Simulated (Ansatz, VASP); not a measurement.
# ZnCu2SnS4 in VASP and in Ansatz

```
Cu Zn Sn S
1.0
     0.00000    5.51081    0.00000
     5.51081    0.00000    0.00000
     2.75541    2.75541   -5.50128
Cu Zn Sn S
2 1 1 4
Direct
  0.00000 0.00000 0.00000
  0.75000 0.25000 0.50000
  0.25000 0.75000 0.50000
  0.50000 0.50000 0.00000
  0.37191 0.89117 0.74265
  0.10883 0.11456 0.25735
  0.88544 0.36618 0.74265
  0.63382 0.62809 0.25735
```

Alike in both runs: functional r2SCAN; k mesh 5 × 5 × 5; no spin polarisation.

Ansatz relaxed the structure, and its values are those at the end. VASP's run is a single point on that final structure, the one shown.

```csv
,VASP,Ansatz
version,VASP 6.6.1,Ansatz 0.2.0
potentials or method,"VASP PAW PBE potentials, release 64 (Cu, Zn, Sn_d, S), cutoff 520 eV",PAW plane waves
occupations,"fermi-dirac, width 0.1 eV",fermi-dirac
valence electrons in the cell,72,88
```

|  | VASP | Ansatz | Ansatz less VASP |
| --- | --- | --- | --- |
| pressure (GPa) | -3.5 | -3.5 | +0.01 |
| rms of the force components (eV/Å) | 0.008 | 0.002 | -0.0064 |

VASP's potentials were made for PBE, not for r2SCAN. VASP's potentials hold 72 valence electrons a cell and Ansatz's 88, so a difference there can come from the potentials and not from the codes. Ansatz's warnings: stress scf threshold loose.
